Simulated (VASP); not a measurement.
# Si (Fd-3m) in VASP: a series of runs

Si is run at these levels: PBE; tasks: single point.

Everything below comes from runs of VASP 6.6.1. Logs are shortened: lines on timing, memory, paths and dates and some standing lists are left out, and cuts for length are marked.

**1. The cell of the first run**

It takes space group Fd-3m (No. 227, cubic). Conventional cell: a = 5.357 Å, b = 5.357 Å, c = 5.357 Å, α = 90.00°, β = 90.00°, γ = 90.00°. Si (site symmetry -43m) has 4 Si at 2.32 Å within 3.1 Å.

**2. Single point, PBE (volume scaled by 0.96)**

File INCAR:

```
  PREC = Accurate
  ENCUT = 500
  EDIFF = 1E-6
  ISMEAR = 0
  SIGMA = 0.01
  LREAL = False
  LASPH = True
  NELM = 120
  ALGO = Normal
  ISIF = 2
  LWAVE = False
  LCHARG = False
  GGA = PE
  NBANDS = 11
  GGA_COMPAT = False
```

File KPOINTS:

```
Automatic mesh
0
Gamma
  12 12 12
```

File POSCAR:

```
Si
1.0
    0.0000000000      2.6783063127      2.6783063127
    2.6783063127      0.0000000000      2.6783063127
    2.6783063127      2.6783063127      0.0000000000
Si
2
Direct
    0.0000000000      0.0000000000      0.0000000000
    0.2500000000      0.2500000000      0.2500000000
```

Potentials or basis: VASP PAW PBE potentials, release 64 (Si).

The run is started by

```sh
$ cat potpaw_PBE.64/Si/POTCAR > POTCAR
$ mpirun -np 1 vasp_std > vasp.out
```

OUTCAR:

```text
PREC = Accurate
   ENCUT = 500
   EDIFF = 1E-6
   ISMEAR = 0
   LREAL = False
   LASPH = True
   NELM = 120
   ISIF = 2
   GGA = PE

 ion  position               nearest neighbor table
   1  0.000  0.000  0.000-   2 2.32   2 2.32   2 2.32   2 2.32
   2  0.250  0.250  0.250-   1 2.32   1 2.32   1 2.32   1 2.32

  LATTYP: Found a face centered cubic cell.
 ALAT       =     5.3566126254

  Lattice vectors:

 A1 = (   0.0000000000,   2.6783063127,   2.6783063127)
 A2 = (   2.6783063127,   0.0000000000,   2.6783063127)
 A3 = (   2.6783063127,   2.6783063127,   0.0000000000)

Analysis of symmetry for initial positions (statically):
=====================================================================
 Subroutine PRICEL returns:
 Original cell was already a primitive cell.

 Routine SETGRP: Setting up the symmetry group for a
 face centered cubic supercell.

 Subroutine GETGRP returns: Found 48 space group operations
 (whereof 24 operations were pure point group operations)
 out of a pool of 48 trial point group operations.

The static configuration has the point symmetry T_d .
 The point group associated with its full space group is O_h .

Analysis of symmetry for dynamics (positions and initial velocities):
=====================================================================
 Subroutine PRICEL returns:
 Original cell was already a primitive cell.

 Routine SETGRP: Setting up the symmetry group for a
 face centered cubic supercell.

 Subroutine GETGRP returns: Found 48 space group operations
 (whereof 24 operations were pure point group operations)
 out of a pool of 48 trial point group operations.

The dynamic configuration has the point symmetry T_d .
 The point group associated with its full space group is O_h .

 Subroutine INISYM returns: Found 48 space group operations
 (whereof 24 operations are pure point group operations),
 and found     1 'primitive' translations

----------------------------------------------------------------------------------------

                                     Primitive cell

  volume of cell :      38.4247

  direct lattice vectors                    reciprocal lattice vectors
     0.000000000  2.678306313  2.678306313    -0.186685144  0.186685144  0.186685144
     2.678306313  0.000000000  2.678306313     0.186685144 -0.186685144  0.186685144
     2.678306313  2.678306313  0.000000000     0.186685144  0.186685144 -0.186685144

  length of vectors
     3.787697112  3.787697112  3.787697112     0.323348155  0.323348155  0.323348155

  position of ions in fractional coordinates (direct lattice)
     0.000000000  0.000000000  0.000000000
     0.250000000  0.250000000  0.250000000

  ion indices of the primitive-cell ions
   primitive index   ion index
                 1           1
                 2           2

----------------------------------------------------------------------------------------

 KPOINTS: Automatic mesh

Automatic generation of k-mesh.
 Grid dimensions read from file:
 generate k-points for:   12   12   12

 Generating k-lattice:

  Cartesian coordinates                     Fractional coordinates (reciprocal lattice)
    -0.015557095  0.015557095  0.015557095     0.083333333  0.000000000  0.000000000
     0.015557095 -0.015557095  0.015557095     0.000000000  0.083333333  0.000000000
     0.015557095  0.015557095 -0.015557095     0.000000000  0.000000000  0.083333333

  Length of vectors
     0.026945680  0.026945680  0.026945680

  Shift w.r.t. Gamma in fractional coordinates (k-lattice)
     0.000000000  0.000000000  0.000000000

 Subroutine IBZKPT returns following result:
 ===========================================

 Found     72 irreducible k-points:

 Following reciprocal coordinates:
            Coordinates               Weight
  0.000000  0.000000  0.000000      1.000000
  0.083333  0.000000  0.000000      8.000000
  0.166667  0.000000  0.000000      8.000000
  0.250000  0.000000  0.000000      8.000000
  0.333333  0.000000  0.000000      8.000000
  0.416667  0.000000  0.000000      8.000000
[... 16 lines left out ...]
  0.500000  0.166667  0.000000     24.000000
 -0.416667  0.166667  0.000000     24.000000
 [... further k-points ...]
   k-points           NKPTS =     72   k-points in BZ     NKDIM =     72   number of bands    NBANDS=     11
   number of dos      NEDOS =    301   number of ions     NIONS =      2
   total plane-waves  NPLWV =  21952
   dimension x,y,z NGX =    28 NGY =   28 NGZ =   28
   dimension x,y,z NGXF=    56 NGYF=   56 NGZF=   56
   ions per type =               2
   NGX,Y,Z   is equivalent  to a cutoff of  12.29, 12.29, 12.29 a.u.
   NGXF,Y,Z  is equivalent  to a cutoff of  24.58, 24.58, 24.58 a.u.
 SYSTEM =  unknown system
   PREC   = accura    normal or accurate (medium, high low for compatibility)
   ISTART =      0    job   : 0-new  1-cont  2-samecut
   ICHARG =      2    charge: 1-file 2-atom 10-const
   ISPIN  =      1    spin polarized calculation?
   LNONCOLLINEAR =      F non collinear calculations
   LSORBIT =      F    spin-orbit coupling
   LASPH  =      T    aspherical Exc in radial PAW
   ENCUT  =  500.0 eV  36.75 Ry    6.06 a.u.   6.91  6.91  6.91*2*pi/ulx,y,z
   NELM   =    120;   NELMIN=  2; NELMDL= -5     # of ELM steps
   EDIFF  = 0.1E-05   stopping-criterion for ELM
   LREAL  =      F    real-space projection
   EDIFFG = 0.1E-04   stopping-criterion for IOM
   NSW    =      0    number of steps for IOM
   IBRION =     -1    ionic relax: 0-MD 1-quasi-New 2-CG
   NFREE  =      0    steps in history (QN), initial steepest desc. (CG)
   ISIF   =      2    stress and relaxation
   ISYM   =      2    0-nonsym 1-usesym 2-fastsym
   POTIM  = 0.5000    time-step for ionic-motion
   TEBEG  =    0.0;   TEEND  =   0.0 temperature during run
   PSTRESS=    0.0 pullay stress
   NELECT =       8.0000    total number of electrons
   NUPDOWN=      -1.0000    fix difference up-down
   EMIN   =  10.00;   EMAX   =-10.00  energy-range for DOS
   EFERMI =   0.00;   METHOD = LEGACY
   ISMEAR =     0;   SIGMA  =   0.01  broadening in eV -4-tet -1-fermi 0-gaus
   EFERMI_NEDOS =   21; number of points for ismear=-14 and -15
   IALGO  =     38    algorithm
   IMIX   =      4    mixing-type and parameters
     AMIX     =   0.40;   BMIX     =  1.00
     AMIX_MAG =   1.60;   BMIX_MAG =  1.00
  volume/ion in A,a.u.               =      19.21       129.65
  Fermi-wavevector in a.u.,A,eV,Ry     =   0.970289  1.833581 12.809359  0.941461
  Thomas-Fermi vector in A             =   2.100412
   LORBIT       =      0    0 simple, 1 ext, 2 COOP (PROOUT), +10 PAW based schemes
   GGA     = PE    functional components
   LHFCALC =     F    Hartree Fock is set to
   AEXX    =    0.0000 exact exchange contribution
   IVDW    =     0    specifies the selected vdW correction
   LEPSILON=     F    determine dielectric tensor
   LRPA    =     F    only Hartree local field effects (RPA)
 non-spin polarized calculation
 Gauss-broadening in eV      SIGMA  =   0.01
  energy-cutoff  :      500.00
  volume of cell :       38.42
 maximum number of plane-waves:       992
   NGX = 13   NGY = 13   NGZ = 13

 number of electron       8.0000000 magnetization

 Free energy of the ion-electron system (eV)
  ---------------------------------------------------
  ext. energy  EPLUGINS =         0.00000000
  ---------------------------------------------------
  free energy    TOTEN  =       -10.80379448 eV

  energy without entropy =      -10.80379448  energy(sigma->0) =      -10.80379448

 E-fermi :   6.3637     XC(G=0):  -9.5716

 val. band max:        6.2504521488   @ k =   0.0000   0.0000   0.0000
 cond. band min:       6.7459208541   @ k =   0.4167   0.4167   0.0000
 fundamental gap:      0.4954687053
 Fermi energy:         6.3636700195

 k-point     1 :       0.0000    0.0000    0.0000
  band No.  band energies     occupation
      1      -5.9956      2.00000
      2       6.2505      2.00000
      3       6.2505      2.00000
      4       6.2505      2.00000
      5       8.8321      0.00000
      6       8.8321      0.00000
      7       8.8321      0.00000
      8      10.1067      0.00000
      9      13.9901      0.00000
     10      13.9901      0.00000
     11      14.3763      0.00000

 k-point     2 :       0.0833    0.0000    0.0000
  band No.  band energies     occupation
      1      -5.9013      2.00000
      2       5.3896      2.00000
      3       6.1006      2.00000
      4       6.1006      2.00000
      5       8.9350      0.00000
      6       9.0527      0.00000
      7       9.0527      0.00000
      8      10.7059      0.00000
      9      13.7116      0.00000
     10      13.7116      0.00000
     11      14.7734      0.00000

 k-point     3 :       0.1667    0.0000    0.0000
  band No.  band energies     occupation
      1      -5.6213      2.00000
      2       3.8365      2.00000
      3       5.7832      2.00000
      4       5.7832      2.00000
      5       8.7314      0.00000
      6       9.5020      0.00000
      7       9.5020      0.00000
      8      12.0837      0.00000
      9      13.3344      0.00000
     10      13.3344      0.00000
     11      15.5176      0.00000

 k-point     4 :       0.2500    0.0000    0.0000
  band No.  band energies     occupation
      1      -5.1661      2.00000
      2       2.2465      2.00000
      3       5.4653      2.00000
      4       5.4653      2.00000
      5       8.4223      0.00000
      6       9.7893      0.00000
      7       9.7893      0.00000
      8      13.4612      0.00000
      9      13.4612      0.00000
     10      13.5190      0.00000
     11      15.3887      0.00000
[... 239 lines left out ...]
 k-point    22 :       0.4167    0.1667    0.0000
  band No.  band energies     occupation
      1      -4.0140      2.00000
      2       0.4667      2.00000
      3       3.7495      2.00000
      4       4.3517      2.00000
      5       8.2529      0.00000
      6      10.6356      0.00000
      7      11.1981      0.00000
      8      11.3690      0.00000
      9      16.2891      0.00000
     10      16.5635      0.00000
     11      17.5027      0.00000

 k-point    23 :       0.5000    0.1667    0.0000
  band No.  band energies     occupation
      1      -3.3992      2.00000
      2      -0.5124      2.00000
      3       3.3922      2.00000
      4       4.4100      2.00000
      5       8.2916      0.00000
      6      10.4786      0.00000
      7      10.9045      0.00000
      8      12.7889      0.00000
      9      15.8244      0.00000
     10      16.8614      0.00000
     11      18.3067      0.00000

 k-point    24 :      -0.4167    0.1667    0.0000
  band No.  band energies     occupation
      1      -3.2766      2.00000
      2      -0.6822      2.00000
      3       3.1669      2.00000
      4       4.6029      2.00000
      5       8.4549      0.00000
      6      10.4190      0.00000
      7      10.6697      0.00000
      8      14.3911      0.00000
      9      14.9996      0.00000
     10      15.1342      0.00000
     11      17.6249      0.00000

 [... further k-points ...]
[... 5 lines left out ...]
  --------------------------------------------------------------------------------------
  -------------------------------------------------------------------------------------
  Total        1.5127473      1.5127473      1.5127473     -0.0000000      0.0000000     -0.0000000
  in kB       63.0763028     63.0763028     63.0763028     -0.0000000      0.0000000     -0.0000000
  external PRESSURE =      63.0763028 kB  Pullay stress =       0.0000000 kB

 VOLUME and BASIS-vectors are now :
 -----------------------------------------------------------------------------
  energy-cutoff  :      500.00
  volume of cell :       38.42
      direct lattice vectors                 reciprocal lattice vectors
     0.000000000  2.678306313  2.678306313    -0.186685144  0.186685144  0.186685144
     2.678306313  0.000000000  2.678306313     0.186685144 -0.186685144  0.186685144
     2.678306313  2.678306313  0.000000000     0.186685144  0.186685144 -0.186685144

 POSITION                                       TOTAL-FORCE (eV/Angst)
 -----------------------------------------------------------------------------------
      0.00000      0.00000      0.00000         0.000000      0.000000     -0.000000
      1.33915      1.33915      1.33915        -0.000000     -0.000000      0.000000
 -----------------------------------------------------------------------------------
    total drift:                                0.000000      0.000000     -0.000000

  FREE ENERGIE OF THE ION-ELECTRON SYSTEM (eV)
  ---------------------------------------------------
  free  energy   TOTEN  =       -10.8037944850 eV

  energy  without entropy=      -10.8037944850  energy(sigma->0) =      -10.80379448
```

Wall time 36 s (1 thread of Intel Xeon 8259CL, shared host); peak memory 0.16 GiB.

Results:

| Property | Result |
| --- | --- |
| Free energy | -10.8038 eV |
| Pressure | 6.3 GPa |
| Band gap on the k mesh | 0.50 eV, indirect (least direct gap 2.58 eV) |

Levels at points of the mesh, in eV from the valence-band top:
| k point | band 2 | band 3 | band 4 | band 5 | band 6 | band 7 |
| --- | --- | --- | --- | --- | --- | --- |
| (0.00, 0.00, 0.00) | 0.00 | 0.00 | 0.00 | 2.58 | 2.58 | 2.58 |
| (0.50, 0.00, 0.00) | -7.17 | -1.23 | -1.23 | 1.69 | 3.32 | 3.32 |
| (0.50, 0.50, 0.00) | -7.95 | -2.96 | -2.96 | 0.63 | 0.63 | 10.47 |

Caveat: the cell differs from its parent crystal (volume scaled by 0.96).

**3. Single point, PBE**

This run uses another cell than the first one, of 20.01 Å³/atom, 1.042 times its volume.

File INCAR:

```
PREC     = Accurate       # precision mode
ENCUT    = 500            # plane-wave cutoff, eV
EDIFF    = 1E-6           # SCF threshold, eV
ISMEAR   = 0              # smearing method
SIGMA    = 0.01           # smearing width, eV
LREAL    = F              # projectors in reciprocal space
LASPH    = T              # aspherical terms in the spheres
NELM     = 120            # most SCF steps
ALGO     = Normal         # electronic algorithm
ISIF     = 2              # what is computed and relaxed
LWAVE    = F              # write WAVECAR
LCHARG   = F              # write CHGCAR
GGA      = PE             # functional
NBANDS   = 11             # bands
GGA_COMPAT= F
```

File KPOINTS:

```
regular mesh
0
Gamma
  12 12 12
```

File POSCAR:

```
Si
1.0
    0.0000000000      2.7150000000      2.7150000000
    2.7150000000      0.0000000000      2.7150000000
    2.7150000000      2.7150000000      0.0000000000
Si
2
Direct
    0.0000000000      0.0000000000      0.0000000000
    0.2500000000      0.2500000000      0.2500000000
```

Potentials or basis: VASP PAW PBE potentials, release 64 (Si).

The run is started by

```sh
$ cat potpaw_PBE.64/Si/POTCAR > POTCAR
$ mpirun -np 1 vasp_std > vasp.out
```

Run time: 38 s. Hardware: 1 thread of Intel Xeon 8259CL, shared host; peak memory 0.16 GiB.

Results (log left out):

* Free energy: -10.8445 eV
* Pressure: 2.0 GPa
* Band gap on the k mesh: 0.57 eV, indirect (least direct gap 2.57 eV)

Levels at points of the mesh, in eV from the valence-band top:
| k point | band 1 | band 2 | band 3 | band 4 | band 5 | band 6 | band 7 | band 8 | band 9 |
| --- | --- | --- | --- | --- | --- | --- | --- | --- | --- |
| (0.00, 0.00, 0.00) | -11.96 | 0.00 | 0.00 | 0.00 | 2.57 | 2.57 | 2.57 | 3.38 | 7.72 |
| (0.50, 0.00, 0.00) | -9.63 | -6.97 | -1.20 | -1.20 | 1.54 | 3.34 | 3.34 | 7.73 | 10.55 |
| (0.50, 0.50, 0.00) | -7.81 | -7.81 | -2.85 | -2.85 | 0.71 | 0.71 | 10.12 | 10.12 | 10.97 |

**4. Single point, PBE (volume scaled by 1.04)**

File INCAR:

```
SYSTEM = Si
  ALGO = Normal
  EDIFF = 1E-6
  ENCUT = 500
  GGA = PE
  GGA_COMPAT = .False.
  ISIF = 2
  ISMEAR = 0
  LASPH = .True.
  LCHARG = .False.
  LREAL = .False.
  LWAVE = .False.
  NBANDS = 11
  NELM = 120
  PREC = Accurate
  SIGMA = 0.01
```

File KPOINTS:

```
k-points
0
Gamma
  12 12 12
  0 0 0
```

File POSCAR:

```
Si
1.0
    0.0000000000      2.7507277814      2.7507277814
    2.7507277814      0.0000000000      2.7507277814
    2.7507277814      2.7507277814      0.0000000000
Si
2
Direct
    0.0000000000      0.0000000000      0.0000000000
    0.2500000000      0.2500000000      0.2500000000
```

The run is started by

```sh
$ cat potpaw_PBE.64/Si/POTCAR > POTCAR
$ mpirun -np 1 vasp_std > vasp.out
```

It took 36 s on 1 thread of Intel Xeon 8259CL, shared host; peak memory 0.16 GiB.

It converged, with:

```yaml
Free_energy: -10.8462 eV
Pressure: -1.5 GPa
Band_gap_on_the_k_mesh: 0.64 eV, indirect (least direct gap 2.55 eV)
```

Levels at points of the mesh, in eV from the valence-band top:
```csv
k point,band 1,band 2,band 3,band 4,band 5,band 6,band 7,band 8
"(0.00, 0.00, 0.00)",-11.69,0.00,0.00,0.00,2.55,2.55,2.55,2.93
"(0.50, 0.00, 0.00)",-9.46,-6.79,-1.16,-1.16,1.40,3.36,3.36,7.68
"(0.50, 0.50, 0.00)",-7.69,-7.69,-2.75,-2.75,0.79,0.79,9.78,9.78
```

Caveat: the cell differs from its parent crystal (volume scaled by 1.04).

**5. The runs side by side**

| cell | gap on the mesh (eV) | pressure (GPa) |
| --- | --- | --- |
| a = 3.788 Å, angles 60.0°, 2 atoms | 0.50 | 6.3 |
| a = 3.840 Å, angles 60.0°, 2 atoms | 0.57 | 2.0 |
| a = 3.890 Å, angles 60.0°, 2 atoms | 0.64 | -1.5 |

Alike in all rows: task single point; level PBE; potentials or basis VASP PAW PBE potentials, release 64 (Si); no spin polarisation; k mesh 12 × 12 × 12; cutoff (eV) 500; smearing gaussian 0.01 eV.

Absolute energies hang on the potentials; compare differences alone.
